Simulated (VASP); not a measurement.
A run of VASP 6.6.1 is set up as follows.

POSCAR

```
MgO
1.0
    0.0000000000      2.1021086852      2.1021086852
    2.1021086852      0.0000000000      2.1021086852
    2.1021086852      2.1021086852      0.0000000000
Mg O
1 1
Direct
    0.0059464099     -0.0059464099      0.0059464099
    0.5000000000      0.5000000000      0.5000000000
```

File INCAR.step1:

```
SYSTEM = MgO
  PREC = Accurate
  ENCUT = 520
  ISMEAR = 0
  SIGMA = 0.05
  LREAL = .False.
  LASPH = .True.
  NELM = 100
  NBANDS = 11
  GGA = PE
  ALGO = Normal
  EDIFF = 1E-4
  LWAVE = .True.
  LCHARG = .False.
```

Contents of INCAR.step2:

```
SYSTEM = MgO
  PREC = Accurate
  ENCUT = 520
  EDIFF = 1E-6
  ISMEAR = 0
  SIGMA = 0.05
  LREAL = .False.
  LASPH = .True.
  NELM = 100
  ALGO = Normal
  ISIF = 2
  LWAVE = .False.
  LCHARG = .False.
  METAGGA = R2SCAN
  LMIXTAU = .True.
  NBANDS = 11
  ISTART = 1
```

Contents of KPOINTS:

```
Automatic mesh
0
Gamma
  10 10 10
  0 0 0
```

Potentials or basis: VASP PAW PBE potentials, release 64 (Mg, O).

The run is started by

```bash
$ cat potpaw_PBE.64/Mg/POTCAR potpaw_PBE.64/O/POTCAR > POTCAR
$ cp INCAR.step1 INCAR
$ mpirun -np 1 vasp_std > vasp.out
$ cp INCAR.step2 INCAR
$ mpirun -np 1 vasp_std > vasp.out
```

(1) What does it give for the pressure?

(2) What does it give for the band gap on the k mesh?

(3) Predict the largest force.

Answers

(1) -1.1 GPa.

(2) 5.66 eV, direct.

(3) 0.142 eV/Å.

Caveat: the cell differs from its parent crystal (all Mg atoms moved +0.025 Å, as atom 1 along Cartesian [0 1 0]); the PAW data sets were made with another functional, which shifts forces and pressure a little.
